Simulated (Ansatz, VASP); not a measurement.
## BaS in VASP and in Ansatz

```
Ba S
1.0
     3.84140    0.00000    0.00000
     0.00000    3.84140    0.00000
     0.00000    0.00000    3.84140
Ba S
1 1
Direct
  0.00000 0.00000 0.00000
  0.50000 0.50000 0.50000
```

Alike in both runs: task single point; functional PBE; k mesh 6 × 6 × 6; no spin polarisation.

|  | VASP | Ansatz |
| --- | --- | --- |
| version | VASP 6.6.1 | Ansatz 0.2.0 |
| potentials or method | VASP PAW PBE potentials, release 64 (Ba_sv, S) | plane waves, PAW |
| plane-wave cutoff (eV) | 520 | 420 |
| occupations | gaussian, width 0.01 eV | fixed |
| valence electrons in the cell | 16 | 16 |

```csv
,VASP,Ansatz,Ansatz less VASP
gap on the k mesh at the Fermi level (eV),1.45,1.57,+0.127
pressure (GPa),0.9,0.0,-0.91
```

Neither program's run includes spin-orbit coupling.
